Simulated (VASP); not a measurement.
# BiMo (zincblende type) (F-43m) in VASP: notebook

Runs on BiMo (zincblende type). Level: PBEsol. Tasks: single point, relaxation of cell and atoms.

Program: VASP 6.6.1. These are calculated values, not measurements. Logs are shortened: lines on timing, memory, paths and dates and some standing lists are left out, and cuts for length are marked.

### 1 The cell of the first run

The structure is cubic, space group F-43m (No. 216). Conventional cell: a = 4.696 Å, b = 4.696 Å, c = 4.696 Å, α = 90.00°, β = 90.00°, γ = 90.00°. Mo (site symmetry -43m) has 4 Bi at 2.03 Å within 2.7 Å. Bi (site symmetry -43m) has 4 Mo at 2.03 Å within 2.7 Å.

### 2 Single point, PBEsol

File INCAR:

```
SYSTEM = BiMo
PREC     = Accurate       ! precision mode
ENCUT    = 520            ! plane-wave cutoff, eV
EDIFF    = 1E-6           ! SCF threshold, eV
ISMEAR   = -1             ! smearing method
SIGMA    = 0.1            ! smearing width, eV
LREAL    = .FALSE.        ! projectors in reciprocal space
LASPH    = .TRUE.         ! aspherical terms in the spheres
NELM     = 80             ! most SCF steps
ALGO     = Normal         ! electronic algorithm
ISIF     = 2              ! what is computed and relaxed
LWAVE    = .FALSE.        ! write WAVECAR
LCHARG   = .FALSE.        ! write CHGCAR
GGA      = PS             ! functional
NBANDS   = 22             ! bands
```

File KPOINTS:

```
Automatic mesh
0
G
  13 13 13
  0 0 0
```

File POSCAR:

```
BiMo
1.0
    0.0000000000      2.3478305169      2.3478305169
    2.3478305169      0.0000000000      2.3478305169
    2.3478305169      2.3478305169      0.0000000000
Mo Bi
1 1
Direct
    0.0000000000      0.0000000000      0.0000000000
    0.2500000000      0.2500000000      0.2500000000
```

Potentials or basis: VASP PAW PBE potentials, release 64 (Mo_sv, Bi_d).

Launch:

```console
> cat potpaw_PBE.64/Mo_sv/POTCAR potpaw_PBE.64/Bi_d/POTCAR > POTCAR
> mpirun -np 1 vasp_std > vasp.out
```

OUTCAR:

```text
SYSTEM = BiMo
   PREC = Accurate
   ENCUT = 520
   EDIFF = 1E-6
   ISMEAR = -1
   LREAL = .FALSE.
   LASPH = .TRUE.
   NELM = 80
   ISIF = 2
   GGA = PS

 ion  position               nearest neighbor table
   1  0.000  0.000  0.000-   2 2.03   2 2.03   2 2.03   2 2.03
   2  0.250  0.250  0.250-   1 2.03   1 2.03   1 2.03   1 2.03

  LATTYP: Found a face centered cubic cell.
 ALAT       =     4.6956610338

  Lattice vectors:

 A1 = (   0.0000000000,   2.3478305169,   2.3478305169)
 A2 = (   2.3478305169,   0.0000000000,   2.3478305169)
 A3 = (   2.3478305169,   2.3478305169,   0.0000000000)

Analysis of symmetry for initial positions (statically):
=====================================================================
 Subroutine PRICEL returns:
 Original cell was already a primitive cell.

 Routine SETGRP: Setting up the symmetry group for a
 face centered cubic supercell.

 Subroutine GETGRP returns: Found 24 space group operations
 (whereof 24 operations were pure point group operations)
 out of a pool of 48 trial point group operations.

The static configuration has the point symmetry T_d .

Analysis of symmetry for dynamics (positions and initial velocities):
=====================================================================
 Subroutine PRICEL returns:
 Original cell was already a primitive cell.

 Routine SETGRP: Setting up the symmetry group for a
 face centered cubic supercell.

 Subroutine GETGRP returns: Found 24 space group operations
 (whereof 24 operations were pure point group operations)
 out of a pool of 48 trial point group operations.

The dynamic configuration has the point symmetry T_d .

 Subroutine INISYM returns: Found 24 space group operations
 (whereof 24 operations are pure point group operations),
 and found     1 'primitive' translations

----------------------------------------------------------------------------------------

                                     Primitive cell

  volume of cell :      25.8839

  direct lattice vectors                    reciprocal lattice vectors
     0.000000000  2.347830517  2.347830517    -0.212962561  0.212962561  0.212962561
     2.347830517  0.000000000  2.347830517     0.212962561 -0.212962561  0.212962561
     2.347830517  2.347830517  0.000000000     0.212962561  0.212962561 -0.212962561

  length of vectors
     3.320333759  3.320333759  3.320333759     0.368861976  0.368861976  0.368861976

  position of ions in fractional coordinates (direct lattice)
     0.000000000  0.000000000  0.000000000
     0.250000000  0.250000000  0.250000000

  ion indices of the primitive-cell ions
   primitive index   ion index
                 1           1
                 2           2

----------------------------------------------------------------------------------------

 KPOINTS: Automatic mesh

Automatic generation of k-mesh.
 Grid dimensions read from file:
 generate k-points for:   13   13   13

 Generating k-lattice:

  Cartesian coordinates                     Fractional coordinates (reciprocal lattice)
    -0.016381735  0.016381735  0.016381735     0.076923077  0.000000000  0.000000000
     0.016381735 -0.016381735  0.016381735     0.000000000  0.076923077  0.000000000
     0.016381735  0.016381735 -0.016381735     0.000000000  0.000000000  0.076923077

  Length of vectors
     0.028373998  0.028373998  0.028373998

  Shift w.r.t. Gamma in fractional coordinates (k-lattice)
     0.000000000  0.000000000  0.000000000

 Subroutine IBZKPT returns following result:
 ===========================================

 Found     84 irreducible k-points:

 Following reciprocal coordinates:
            Coordinates               Weight
  0.000000  0.000000  0.000000      1.000000
  0.076923  0.000000  0.000000      8.000000
  0.153846  0.000000  0.000000      8.000000
  0.230769  0.000000  0.000000      8.000000
  0.307692  0.000000  0.000000      8.000000
  0.384615  0.000000  0.000000      8.000000
[... 16 lines left out ...]
  0.384615  0.153846  0.000000     24.000000
  0.461538  0.153846  0.000000     24.000000
 [... further k-points ...]
   k-points           NKPTS =     84   k-points in BZ     NKDIM =     84   number of bands    NBANDS=     22
   number of dos      NEDOS =    301   number of ions     NIONS =      2
   total plane-waves  NPLWV =  21952
   dimension x,y,z NGX =    28 NGY =   28 NGZ =   28
   dimension x,y,z NGXF=    56 NGYF=   56 NGZF=   56
   ions per type =               1   1
   NGX,Y,Z   is equivalent  to a cutoff of  14.02, 14.02, 14.02 a.u.
   NGXF,Y,Z  is equivalent  to a cutoff of  28.04, 28.04, 28.04 a.u.
 SYSTEM =  BiMo
   PREC   = accura    normal or accurate (medium, high low for compatibility)
   ISTART =      0    job   : 0-new  1-cont  2-samecut
   ICHARG =      2    charge: 1-file 2-atom 10-const
   ISPIN  =      1    spin polarized calculation?
   LNONCOLLINEAR =      F non collinear calculations
   LSORBIT =      F    spin-orbit coupling
   LASPH  =      T    aspherical Exc in radial PAW
   ENCUT  =  520.0 eV  38.22 Ry    6.18 a.u.   6.17  6.17  6.17*2*pi/ulx,y,z
   NELM   =     80;   NELMIN=  2; NELMDL= -5     # of ELM steps
   EDIFF  = 0.1E-05   stopping-criterion for ELM
   LREAL  =      F    real-space projection
   EDIFFG = 0.1E-04   stopping-criterion for IOM
   NSW    =      0    number of steps for IOM
   IBRION =     -1    ionic relax: 0-MD 1-quasi-New 2-CG
   NFREE  =      0    steps in history (QN), initial steepest desc. (CG)
   ISIF   =      2    stress and relaxation
   ISYM   =      2    0-nonsym 1-usesym 2-fastsym
   POTIM  = 0.5000    time-step for ionic-motion
   TEBEG  =    0.0;   TEEND  =   0.0 temperature during run
   PSTRESS=    0.0 pullay stress
   NELECT =      29.0000    total number of electrons
   NUPDOWN=      -1.0000    fix difference up-down
   EMIN   =  10.00;   EMAX   =-10.00  energy-range for DOS
   EFERMI =   0.00;   METHOD = LEGACY
   ISMEAR =    -1;   SIGMA  =   0.10  broadening in eV -4-tet -1-fermi 0-gaus
   EFERMI_NEDOS =   21; number of points for ismear=-14 and -15
   IALGO  =     38    algorithm
   IMIX   =      4    mixing-type and parameters
     AMIX     =   0.40;   BMIX     =  1.00
     AMIX_MAG =   1.60;   BMIX_MAG =  1.00
  volume/ion in A,a.u.               =      12.94        87.34
  Fermi-wavevector in a.u.,A,eV,Ry     =   1.700320  3.213140 39.335658  2.891089
  Thomas-Fermi vector in A             =   2.780477
   LORBIT       =      0    0 simple, 1 ext, 2 COOP (PROOUT), +10 PAW based schemes
   GGA     = PS    functional components
   LHFCALC =     F    Hartree Fock is set to
   AEXX    =    0.0000 exact exchange contribution
   IVDW    =     0    specifies the selected vdW correction
   LEPSILON=     F    determine dielectric tensor
   LRPA    =     F    only Hartree local field effects (RPA)
 non-spin polarized calculation
  energy-cutoff  :      520.00
  volume of cell :       25.88
 maximum number of plane-waves:       725
 NGX is ok and might be reduce to    28
   NGX = 13   NGY = 13   NGZ = 13

 number of electron      29.0000001 magnetization

 Free energy of the ion-electron system (eV)
  ---------------------------------------------------
  ext. energy  EPLUGINS =         0.00000000
  ---------------------------------------------------
  free energy    TOTEN  =         7.76732135 eV

  energy without entropy =        7.83689861  energy(sigma->0) =        7.80210998

 E-fermi :  18.7246     XC(G=0): -14.5788

 val. band max:       18.7240415702   @ k =  -0.3077   0.1538   0.0000
 cond. band min:      18.7383146403   @ k =   0.0000   0.0000   0.0000
 fundamental gap:      0.0142730702
 Fermi energy:        18.7245959418

 k-point     1 :       0.0000    0.0000    0.0000
  band No.  band energies     occupation
      1     -41.5586      2.00000
      2     -17.0864      2.00000
      3     -17.0864      2.00000
      4     -17.0864      2.00000
      5      -6.0914      2.00000
      6      -6.0914      2.00000
[... 14 lines left out ...]
     21      35.1553      0.00000
     22      35.1553      0.00000

 k-point     2 :       0.0769    0.0000    0.0000
  band No.  band energies     occupation
      1     -41.5547      2.00000
      2     -17.0813      2.00000
      3     -17.0773      2.00000
      4     -17.0773      2.00000
      5      -6.0963      2.00000
      6      -6.0963      2.00000
[... 14 lines left out ...]
     21      33.5366      0.00000
     22      34.3173      0.00000

 k-point     3 :       0.1538    0.0000    0.0000
  band No.  band energies     occupation
      1     -41.5442      2.00000
      2     -17.0654      2.00000
      3     -17.0520      2.00000
      4     -17.0520      2.00000
      5      -6.1052      2.00000
      6      -6.1052      2.00000
[... 14 lines left out ...]
     21      32.6683      0.00000
     22      32.6683      0.00000

 k-point     4 :       0.2308    0.0000    0.0000
  band No.  band energies     occupation
      1     -41.5294      2.00000
      2     -17.0387      2.00000
      3     -17.0164      2.00000
      4     -17.0164      2.00000
      5      -6.1046      2.00000
      6      -6.1046      2.00000
[... 14 lines left out ...]
     21      30.9397      0.00000
     22      30.9397      0.00000

 k-point     5 :       0.3077    0.0000    0.0000
  band No.  band energies     occupation
      1     -41.5137      2.00000
      2     -17.0045      2.00000
      3     -16.9786      2.00000
      4     -16.9786      2.00000
      5      -6.0834      2.00000
      6      -6.0834      2.00000
[... 417 lines left out ...]
 k-point    22 :       0.3077    0.1538    0.0000
  band No.  band energies     occupation
      1     -41.5143      2.00000
      2     -17.0798      2.00000
      3     -16.9450      2.00000
      4     -16.9415      2.00000
      5      -6.2423      2.00000
      6      -5.9730      2.00000
[... 14 lines left out ...]
     21      30.8627      0.00000
     22      32.5915      0.00000

 k-point    23 :       0.3846    0.1538    0.0000
  band No.  band energies     occupation
      1     -41.5008      2.00000
      2     -17.0425      2.00000
      3     -16.9144      2.00000
      4     -16.9092      2.00000
      5      -6.2131      2.00000
      6      -5.9557      2.00000
[... 14 lines left out ...]
     21      31.8279      0.00000
     22      34.2835      0.00000

 k-point    24 :       0.4615    0.1538    0.0000
  band No.  band energies     occupation
      1     -41.4907      2.00000
      2     -16.9994      2.00000
      3     -16.8975      2.00000
      4     -16.8912      2.00000
      5      -6.1806      2.00000
      6      -5.9791      2.00000
[... 14 lines left out ...]
     21      32.9220      0.00000
     22      35.3612      0.00000

 [... further k-points ...]

------------------------ aborting loop because EDIFF is reached ----------------------------------------

  FORCE on cell =-STRESS in cart. coord.  units (eV):
  Direction    XX          YY          ZZ          XY          YZ          ZX
  --------------------------------------------------------------------------------------
  -------------------------------------------------------------------------------------
  Total       64.5528000     64.5528000     64.5528000      0.0000000      0.0000000      0.0000000
  in kB     3995.7236259   3995.7236259   3995.7236259      0.0000000      0.0000000      0.0000000
  external PRESSURE =    3995.7236259 kB  Pullay stress =       0.0000000 kB

 VOLUME and BASIS-vectors are now :
 -----------------------------------------------------------------------------
  energy-cutoff  :      520.00
  volume of cell :       25.88
      direct lattice vectors                 reciprocal lattice vectors
     0.000000000  2.347830517  2.347830517    -0.212962561  0.212962561  0.212962561
     2.347830517  0.000000000  2.347830517     0.212962561 -0.212962561  0.212962561
     2.347830517  2.347830517  0.000000000     0.212962561  0.212962561 -0.212962561

 POSITION                                       TOTAL-FORCE (eV/Angst)
 -----------------------------------------------------------------------------------
      0.00000      0.00000      0.00000         0.000000      0.000000      0.000000
      1.17392      1.17392      1.17392        -0.000000     -0.000000     -0.000000
 -----------------------------------------------------------------------------------
    total drift:                               -0.000000     -0.000000     -0.000000

  FREE ENERGIE OF THE ION-ELECTRON SYSTEM (eV)
  ---------------------------------------------------
  free  energy   TOTEN  =         7.7673213546 eV

  energy  without entropy=        7.8368986105  energy(sigma->0) =        7.80210998
```

Wall time 54 s (1 thread of Intel Xeon 8259CL, shared host); peak memory 0.19 GiB.

What came out:

```
Free energy            : 7.7673 eV
Pressure               : 399.6 GPa
Band gap on the k mesh : zero (an odd number of electrons rules out a gap without spin polarisation)
```

Levels at points of the mesh, in eV from the Fermi level:
```
           k point  band 12  band 13  band 14  band 15  band 16  band 17  band 18  band 19
(0.00, 0.00, 0.00)    -5.04    -5.04     0.01     0.01     6.16     8.87     8.87     8.87
```

Caveat: atoms lie so close that the PAW spheres overlap strongly, which falsifies energies and pressures; the cell stands under pressure; the PAW data sets were made with another functional, which shifts forces and pressure a little; spin-orbit coupling is left out, which moves the levels of the heavy elements.

### 3 Single point, PBEsol

File INCAR:

```
SYSTEM = BiMo
PREC = Accurate ; ENCUT = 520
EDIFF = 1E-6 ; ISMEAR = -1
SIGMA = 0.1 ; LREAL = .FALSE.
LASPH = .TRUE. ; NELM = 80
ALGO = Normal ; ISIF = 2
LWAVE = .FALSE. ; LCHARG = .FALSE.
GGA = PS ; NBANDS = 22
```

KPOINTS is that of step 2.

File POSCAR:

```
BiMo
1.0
    0.0000000000      2.3474859152      2.3474859152
    2.3474859152      0.0000000000      2.3474859152
    2.3474859152      2.3474859152      0.0000000000
Mo Bi
1 1
Direct
    0.0000000000      0.0000000000      0.0000000000
    0.2500000000      0.2500000000      0.2500000000
```

Potentials or basis: VASP PAW PBE potentials, release 64 (Mo_sv, Bi_d).

Launch:

```console
> cat potpaw_PBE.64/Mo_sv/POTCAR potpaw_PBE.64/Bi_d/POTCAR > POTCAR
> mpirun -np 1 vasp_std > vasp.out
```

Wall time 69 s (1 thread of Intel Xeon 8259CL, shared host); peak memory 0.19 GiB.

It converged, with:

```yaml
Free_energy: 7.7958 eV
Pressure: 400.1 GPa
Band_gap_on_the_k_mesh: zero (an odd number of electrons rules out a gap without spin polarisation)
```

Levels at points of the mesh, in eV from the Fermi level:
```csv
k point,band 11,band 12,band 13,band 14,band 15,band 16,band 17,band 18,band 19,band 20
"(0.00, 0.00, 0.00)",-5.04,-5.04,-5.04,0.01,0.01,6.16,8.87,8.87,8.87,11.55
```

Caveat: atoms lie so close that the PAW spheres overlap strongly, which falsifies energies and pressures; the cell stands under pressure; the PAW data sets were made with another functional, which shifts forces and pressure a little; spin-orbit coupling is left out, which moves the levels of the heavy elements.

### 4 Relaxation of cell and atoms, PBEsol, target pressure 400 GPa, at which the enthalpy is minimised

This run uses another cell than the first one, of 11.56 Å³/atom.

File INCAR:

```
SYSTEM = BiMo
PREC     = Accurate       ! precision mode
ENCUT    = 600            ! plane-wave cutoff, eV
EDIFF    = 1E-7           ! SCF threshold, eV
ISMEAR   = -1             ! smearing method
SIGMA    = 0.1            ! smearing width, eV
LREAL    = .False.        ! projectors in reciprocal space
LASPH    = .True.         ! aspherical terms in the spheres
NELM     = 100            ! most SCF steps
ALGO     = Normal         ! electronic algorithm
ISIF     = 3              ! what is computed and relaxed
LWAVE    = .False.        ! write WAVECAR
LCHARG   = .False.        ! write CHGCAR
GGA      = PS             ! functional
IBRION   = 2              ! ionic algorithm
NSW      = 60             ! ionic steps
EDIFFG   = -0.005         ! ionic threshold
PSTRESS  = 4000.0
```

File KPOINTS:

```
Automatic mesh
0
Gamma
  13 13 13
  0 0 0
```

File POSCAR:

```
BiMo
1.0
    0.0000000000      2.2608245603      2.2608245603
    2.2608245603      0.0000000000      2.2608245603
    2.2608245603      2.2608245603      0.0000000000
Mo Bi
1 1
Direct
    0.0000000000      0.0000000000      0.0000000000
    0.2500000000      0.2500000000      0.2500000000
```

Launch:

```console
> cat potpaw_PBE.64/Mo_sv/POTCAR potpaw_PBE.64/Bi_d/POTCAR > POTCAR
> mpirun -np 1 vasp_std > vasp.out
```

It took 10 min on 1 thread of Intel Xeon 8259CL, shared host; peak memory 0.2 GiB.

The run converged. Its results:

```
Free energy                                                : 7.7872 eV
Relaxed volume                                             : 12.94 Å³/atom
Relaxed cell                                               : a = 3.320 Å, b = 3.320 Å, c = 3.320 Å, α = 60.00°, β = 60.00°, γ = 60.00°
Space group after relaxing (to 0.1 Å)                      : F-43m (No. 216)
Energy change on relaxing (the run minimises the enthalpy) : -4126.2 meV/atom
Ionic steps                                                : 12
Pressure after relaxing                                    : 400.0 GPa
Band gap on the k mesh                                     : zero (an odd number of electrons rules out a gap without spin polarisation)
```

Step by step:
```
step  energy change (eV)  largest force (eV/Å)  pressure (GPa)  volume (Å³)
   1              0.0000                0.0000          566.93        23.11
   2            -26.7564                0.0000          -13.71        91.30
   3            -17.1970                0.0000          225.46        30.60
   4             -8.7564                0.0000          389.95        26.08
   5             -8.2731                0.0000          399.59        25.89
   6             -8.1291                0.0000          402.46        25.83
   7             -8.1541                0.0000          401.96        25.84
   8             -8.2290                0.0000          400.47        25.87
   9             -8.2325                0.0000          400.41        25.87
  10             -8.2431                0.0000          400.19        25.87
  11             -8.2643                0.0000          399.76        25.88
  12             -8.2525                0.0000          399.99        25.88
```

Final structure:
```
Mo Bi
1.0
     0.00000    2.34761    2.34761
     2.34761    0.00000    2.34761
     2.34761    2.34761    0.00000
Mo Bi
1 1
Direct
  0.00000 0.00000 0.00000
  0.25000 0.25000 0.25000
```

Levels at points of the mesh, in eV from the Fermi level:
```csv
k point,band 12,band 13,band 14,band 15,band 16,band 17,band 18
"(0.00, 0.00, 0.00)",-5.04,-5.04,0.01,0.01,6.16,8.87,8.87
```

Caveat: the cell is relaxed towards a set pressure, so the run minimises the enthalpy, not the energy; atoms lie so close that the PAW spheres overlap strongly, which falsifies energies and pressures; the PAW data sets were made with another functional, which shifts forces and pressure a little; spin-orbit coupling is left out, which moves the levels of the heavy elements.

(Part 1 of 2 ends here.)
